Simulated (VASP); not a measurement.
# TiC (P4mm) in VASP: single point with PBEsol

Aim: the single point of TiC with PBEsol.

All numbers are computed with VASP 6.6.1; they aren't measurements. Logs are shortened: lines on timing, memory, paths and dates and some standing lists are left out, and cuts for length are marked.

## 1. The cell of the first run

Symmetry: P4mm, No. 99, tetragonal system. The conventional cell has a = 4.293 Å, b = 4.293 Å, c = 4.293 Å, α = 90.00°, β = 90.00°, γ = 90.00°. Ti (site symmetry 4mm) has 6 C at 2.01 to 2.28 Å within 2.7 Å. Ti (site symmetry 2mm) has 6 C at 2.15 Å within 2.8 Å. Within 2.8 Å of Ti (site symmetry 4mm) lie 6 C at 2.15 Å. Within 2.7 Å of C (site symmetry 4mm) lie 6 Ti at 2.01 to 2.28 Å. Within 2.8 Å of C (site symmetry 2mm) lie 6 Ti at 2.15 Å. Within 2.8 Å of C (site symmetry 4mm) lie 6 Ti at 2.15 Å.

## 2. Single point, PBEsol (atom 1 (Ti) moved +0.133 Å along Cartesian [1 0 0])

File INCAR:

```
SYSTEM = TiC
  ALGO = Normal
  EDIFF = 1E-6
  ENCUT = 520
  GGA = PS
  ISIF = 2
  ISMEAR = 0
  LASPH = .TRUE.
  LCHARG = .FALSE.
  LREAL = .FALSE.
  LWAVE = .FALSE.
  NBANDS = 42
  NELM = 100
  PREC = Accurate
  SIGMA = 0.15
```

File KPOINTS:

```
k-points
0
G
  14 14 14
  0 0 0
```

File POSCAR:

```
TiC
1.0
    4.2933709355      0.0000000000      0.0000000000
    0.0000000000     -4.2933709355      0.0000000000
    0.0000000000      0.0000000000     -4.2933709355
Ti C
4 4
Direct
    0.0310478647      0.0000000000      0.0000000000
    0.5000000000      0.5000000000      0.0000000000
    0.5000000000      0.0000000000      0.5000000000
    0.0000000000      0.5000000000      0.5000000000
    0.5000000000      0.0000000000      0.0000000000
    0.0000000000      0.5000000000      0.0000000000
    0.0000000000      0.0000000000      0.5000000000
    0.5000000000      0.5000000000      0.5000000000
```

Potentials or basis: VASP PAW PBE potentials, release 64 (Ti_sv, C).

On the command line:

```bash
$ cat potpaw_PBE.64/Ti_sv/POTCAR potpaw_PBE.64/C/POTCAR > POTCAR
$ mpirun -np 1 vasp_std > vasp.out
```

OUTCAR:

```text
SYSTEM = TiC
   EDIFF = 1E-6
   ENCUT = 520
   GGA = PS
   ISIF = 2
   ISMEAR = 0
   LASPH = .TRUE.
   LREAL = .FALSE.
   NELM = 100
   PREC = Accurate

 ion  position               nearest neighbor table
   1  0.031  0.000  0.000-   5 2.01   6 2.15   7 2.15   7 2.15   6 2.15   5 2.28
   2  0.500  0.500  0.000-   5 2.15   6 2.15   8 2.15   8 2.15   5 2.15   6 2.15
   3  0.500  0.000  0.500-   5 2.15   7 2.15   8 2.15   5 2.15   8 2.15   7 2.15
   4  0.000  0.500  0.500-   6 2.15   7 2.15   8 2.15   6 2.15   7 2.15   8 2.15
   5  0.500  0.000  0.000-   1 2.01   2 2.15   3 2.15   3 2.15   2 2.15   1 2.28
   6  0.000  0.500  0.000-   2 2.15   4 2.15   4 2.15   2 2.15   1 2.15   1 2.15
   7  0.000  0.000  0.500-   3 2.15   4 2.15   4 2.15   3 2.15   1 2.15   1 2.15
   8  0.500  0.500  0.500-   2 2.15   3 2.15   4 2.15   2 2.15   3 2.15   4 2.15

  LATTYP: Found a simple cubic cell.
 ALAT       =     4.2933709355

  Lattice vectors:

 A1 = (   4.2933709355,   0.0000000000,   0.0000000000)
 A2 = (   0.0000000000,  -4.2933709355,   0.0000000000)
 A3 = (   0.0000000000,   0.0000000000,  -4.2933709355)

Analysis of symmetry for initial positions (statically):
=====================================================================
 Subroutine PRICEL returns:
 Original cell was already a primitive cell.

 Routine SETGRP: Setting up the symmetry group for a
 simple cubic supercell.

 Subroutine GETGRP returns: Found  8 space group operations
 (whereof  8 operations were pure point group operations)
 out of a pool of 48 trial point group operations.

The static configuration has the point symmetry C_4v.

Analysis of symmetry for dynamics (positions and initial velocities):
=====================================================================
 Subroutine PRICEL returns:
 Original cell was already a primitive cell.

 Routine SETGRP: Setting up the symmetry group for a
 simple cubic supercell.

 Subroutine GETGRP returns: Found  8 space group operations
 (whereof  8 operations were pure point group operations)
 out of a pool of 48 trial point group operations.

The dynamic configuration has the point symmetry C_4v.

 Subroutine INISYM returns: Found  8 space group operations
 (whereof  8 operations are pure point group operations),
 and found     1 'primitive' translations

----------------------------------------------------------------------------------------

                                     Primitive cell

  volume of cell :      79.1399

  direct lattice vectors                    reciprocal lattice vectors
     4.293370935  0.000000000  0.000000000     0.232917215  0.000000000  0.000000000
     0.000000000 -4.293370935  0.000000000     0.000000000 -0.232917215  0.000000000
     0.000000000  0.000000000 -4.293370935     0.000000000  0.000000000 -0.232917215

  length of vectors
     4.293370935  4.293370935  4.293370935     0.232917215  0.232917215  0.232917215

  position of ions in fractional coordinates (direct lattice)
     0.031047865  0.000000000  0.000000000
     0.500000000  0.500000000  0.000000000
     0.500000000  0.000000000  0.500000000
     0.000000000  0.500000000  0.500000000
     0.500000000  0.000000000  0.000000000
     0.000000000  0.500000000  0.000000000
     0.000000000  0.000000000  0.500000000
     0.500000000  0.500000000  0.500000000

  ion indices of the primitive-cell ions
   primitive index   ion index
                 1           1
                 2           2
                 3           3
                 4           4
                 5           5
                 6           6
                 7           7
                 8           8

----------------------------------------------------------------------------------------

 KPOINTS: k-points

Automatic generation of k-mesh.
 Grid dimensions read from file:
 generate k-points for:   14   14   14

 Generating k-lattice:

  Cartesian coordinates                     Fractional coordinates (reciprocal lattice)
     0.016636944  0.000000000  0.000000000     0.071428571  0.000000000  0.000000000
     0.000000000 -0.016636944  0.000000000     0.000000000  0.071428571  0.000000000
     0.000000000  0.000000000 -0.016636944     0.000000000  0.000000000  0.071428571

  Length of vectors
     0.016636944  0.016636944  0.016636944

  Shift w.r.t. Gamma in fractional coordinates (k-lattice)
     0.000000000  0.000000000  0.000000000

 Subroutine IBZKPT returns following result:
 ===========================================

 Found    288 irreducible k-points:

 Following reciprocal coordinates:
            Coordinates               Weight
  0.000000  0.000000  0.000000      1.000000
  0.071429  0.000000  0.000000      2.000000
  0.000000  0.071429  0.000000      4.000000
  0.142857  0.000000  0.000000      2.000000
  0.000000  0.142857  0.000000      4.000000
  0.214286  0.000000  0.000000      2.000000
[... 16 lines left out ...]
  0.071429  0.000000  0.214286      8.000000
  0.285714  0.071429  0.000000      8.000000
 [... further k-points ...]
   k-points           NKPTS =    288   k-points in BZ     NKDIM =    288   number of bands    NBANDS=     42
   number of dos      NEDOS =    301   number of ions     NIONS =      8
   total plane-waves  NPLWV =  32768
   dimension x,y,z NGX =    32 NGY =   32 NGZ =   32
   dimension x,y,z NGXF=    64 NGYF=   64 NGZF=   64
   ions per type =               4   4
   NGX,Y,Z   is equivalent  to a cutoff of  12.39, 12.39, 12.39 a.u.
   NGXF,Y,Z  is equivalent  to a cutoff of  24.78, 24.78, 24.78 a.u.
 SYSTEM =  TiC
   PREC   = accura    normal or accurate (medium, high low for compatibility)
   ISTART =      0    job   : 0-new  1-cont  2-samecut
   ICHARG =      2    charge: 1-file 2-atom 10-const
   ISPIN  =      1    spin polarized calculation?
   LNONCOLLINEAR =      F non collinear calculations
   LSORBIT =      F    spin-orbit coupling
   LASPH  =      T    aspherical Exc in radial PAW
   ENCUT  =  520.0 eV  38.22 Ry    6.18 a.u.   7.98  7.98  7.98*2*pi/ulx,y,z
   NELM   =    100;   NELMIN=  2; NELMDL= -5     # of ELM steps
   EDIFF  = 0.1E-05   stopping-criterion for ELM
   LREAL  =      F    real-space projection
   EDIFFG = 0.1E-04   stopping-criterion for IOM
   NSW    =      0    number of steps for IOM
   IBRION =     -1    ionic relax: 0-MD 1-quasi-New 2-CG
   NFREE  =      0    steps in history (QN), initial steepest desc. (CG)
   ISIF   =      2    stress and relaxation
   ISYM   =      2    0-nonsym 1-usesym 2-fastsym
   POTIM  = 0.5000    time-step for ionic-motion
   TEBEG  =    0.0;   TEEND  =   0.0 temperature during run
   PSTRESS=    0.0 pullay stress
   NELECT =      64.0000    total number of electrons
   NUPDOWN=      -1.0000    fix difference up-down
   EMIN   =  10.00;   EMAX   =-10.00  energy-range for DOS
   EFERMI =   0.00;   METHOD = LEGACY
   ISMEAR =     0;   SIGMA  =   0.15  broadening in eV -4-tet -1-fermi 0-gaus
   EFERMI_NEDOS =   21; number of points for ismear=-14 and -15
   IALGO  =     38    algorithm
   IMIX   =      4    mixing-type and parameters
     AMIX     =   0.40;   BMIX     =  1.00
     AMIX_MAG =   1.60;   BMIX_MAG =  1.00
  volume/ion in A,a.u.               =       9.89        66.76
  Fermi-wavevector in a.u.,A,eV,Ry     =   1.525234  2.882274 31.651750  2.326338
  Thomas-Fermi vector in A             =   2.633432
   LORBIT       =      0    0 simple, 1 ext, 2 COOP (PROOUT), +10 PAW based schemes
   GGA     = PS    functional components
   LHFCALC =     F    Hartree Fock is set to
   AEXX    =    0.0000 exact exchange contribution
   IVDW    =     0    specifies the selected vdW correction
   LEPSILON=     F    determine dielectric tensor
   LRPA    =     F    only Hartree local field effects (RPA)
 non-spin polarized calculation
 Gauss-broadening in eV      SIGMA  =   0.15
  energy-cutoff  :      520.00
  volume of cell :       79.14
 maximum number of plane-waves:      2176
 NGX is ok and might be reduce to    32
   NGX = 15   NGY = 15   NGZ = 15

 number of electron      63.9999989 magnetization

 Free energy of the ion-electron system (eV)
  ---------------------------------------------------
  ext. energy  EPLUGINS =         0.00000000
  ---------------------------------------------------
  free energy    TOTEN  =       -79.06538297 eV

  energy without entropy =      -79.05169580  energy(sigma->0) =      -79.05853939

 E-fermi :   9.5983     XC(G=0): -12.9947

 val. band max:        9.5975552149   @ k =   0.2143   0.0714   0.0000
 cond. band min:       9.6007653627   @ k =   0.0000   0.5000   0.0714
 fundamental gap:      0.0032101478
 Fermi energy:         9.5983222293

 k-point     1 :       0.0000    0.0000    0.0000
  band No.  band energies     occupation
      1     -46.6412      2.00000
      2     -46.5436      2.00000
      3     -46.5216      2.00000
      4     -46.4999      2.00000
      5     -23.2461      2.00000
      6     -23.2461      2.00000
[... 34 lines left out ...]
     41      12.4401      0.00000
     42      12.5213      0.00000

 k-point     2 :       0.0714    0.0000    0.0000
  band No.  band energies     occupation
      1     -46.6399      2.00000
      2     -46.5436      2.00000
      3     -46.5228      2.00000
      4     -46.5000      2.00000
      5     -23.2425      2.00000
      6     -23.2425      2.00000
[... 34 lines left out ...]
     41      12.4431      0.00000
     42      12.6713      0.00000

 k-point     3 :       0.0000    0.0714    0.0000
  band No.  band energies     occupation
      1     -46.6398      2.00000
      2     -46.5443      2.00000
      3     -46.5217      2.00000
      4     -46.5004      2.00000
      5     -23.2424      2.00000
      6     -23.2406      2.00000
[... 897 lines left out ...]
      4     -46.5042      2.00000
      5     -23.2101      2.00000
      6     -23.2073      2.00000
[... 34 lines left out ...]
     41      13.1731      0.00000
     42      13.2043      0.00000

 k-point    24 :       0.2857    0.0714    0.0000
  band No.  band energies     occupation
      1     -46.6213      2.00000
      2     -46.5442      2.00000
      3     -46.5396      2.00000
      4     -46.5012      2.00000
      5     -23.1912      2.00000
      6     -23.1887      2.00000
[... 34 lines left out ...]
     41      13.1635      0.00000
     42      13.2789      0.00000

 [... further k-points ...]

------------------------ aborting loop because EDIFF is reached ----------------------------------------

  FORCE on cell =-STRESS in cart. coord.  units (eV):
  Direction    XX          YY          ZZ          XY          YZ          ZX
  --------------------------------------------------------------------------------------
  -------------------------------------------------------------------------------------
  Total        0.9101074      0.2995945      0.2995945      0.0000000      0.0000000      0.0000000
  in kB       18.4250212      6.0652565      6.0652565      0.0000000      0.0000000      0.0000000
  external PRESSURE =      10.1851781 kB  Pullay stress =       0.0000000 kB

 VOLUME and BASIS-vectors are now :
 -----------------------------------------------------------------------------
  energy-cutoff  :      520.00
  volume of cell :       79.14
      direct lattice vectors                 reciprocal lattice vectors
     4.293370935  0.000000000  0.000000000     0.232917215  0.000000000  0.000000000
     0.000000000 -4.293370935  0.000000000     0.000000000 -0.232917215  0.000000000
     0.000000000  0.000000000 -4.293370935     0.000000000  0.000000000 -0.232917215

 POSITION                                       TOTAL-FORCE (eV/Angst)
 -----------------------------------------------------------------------------------
      0.13330      0.00000      0.00000        -2.290425      0.000000      0.000000
      2.14669     -2.14669      0.00000         0.459243      0.000000     -0.000000
      2.14669      0.00000     -2.14669         0.459243     -0.000000     -0.000000
      0.00000     -2.14669     -2.14669        -0.069723      0.000000     -0.000000
      2.14669      0.00000      0.00000         0.602464      0.000000     -0.000000
      0.00000     -2.14669      0.00000         0.313826      0.000000     -0.000000
      0.00000      0.00000     -2.14669         0.313826      0.000000     -0.000000
      2.14669     -2.14669     -2.14669         0.211547      0.000000     -0.000000
 -----------------------------------------------------------------------------------
    total drift:                               -0.000145      0.000000      0.000000

  FREE ENERGIE OF THE ION-ELECTRON SYSTEM (eV)
  ---------------------------------------------------
  free  energy   TOTEN  =       -79.0653829743 eV

  energy  without entropy=      -79.0516958014  energy(sigma->0) =      -79.05853939
```

It took 4.9 min on 1 thread of Intel Xeon 6975P-C (Granite Rapids), shared host; peak memory 0.71 GiB.

What came out:

```yaml
Free_energy: -79.0654 eV
Pressure: 1.0 GPa
Largest_force: 2.290 eV/Å
Band_gap_on_the_k_mesh: zero (bands 32 and 33 overlap by 0.70 eV)
```

Forces on the atoms (eV/Å):
```
Ti  -2.290  0.000  0.000
Ti   0.459  0.000  0.000
Ti   0.459  0.000  0.000
Ti  -0.070  0.000  0.000
C    0.602  0.000  0.000
C    0.314  0.000  0.000
C    0.314  0.000  0.000
C    0.212  0.000  0.000
```

Levels at points of the mesh, in eV from the Fermi level:
| k point | band 30 | band 31 | band 32 | band 33 | band 34 | band 35 |
| --- | --- | --- | --- | --- | --- | --- |
| (0.00, 0.00, 0.00) | 0.01 | 0.02 | 0.02 | 0.71 | 0.77 | 0.77 |
| (0.50, 0.00, 0.00) | -0.54 | -0.47 | -0.47 | -0.37 | -0.37 | 2.22 |
| (0.00, 0.50, 0.00) | -0.69 | -0.44 | -0.36 | -0.36 | -0.13 | 2.29 |
| (0.50, 0.50, 0.00) | -2.63 | -2.61 | -2.53 | 1.99 | 2.22 | 2.24 |
| (0.00, 0.50, 0.50) | -2.58 | -2.58 | -2.56 | 2.20 | 2.21 | 2.22 |
| (0.50, 0.50, 0.50) | -2.95 | -2.92 | -2.92 | 3.00 | 3.02 | 3.02 |

Caveat: the cell differs from its parent crystal (atom 1 (Ti) moved +0.133 Å along Cartesian [1 0 0]); the PAW data sets were made with another functional, which shifts forces and pressure a little.
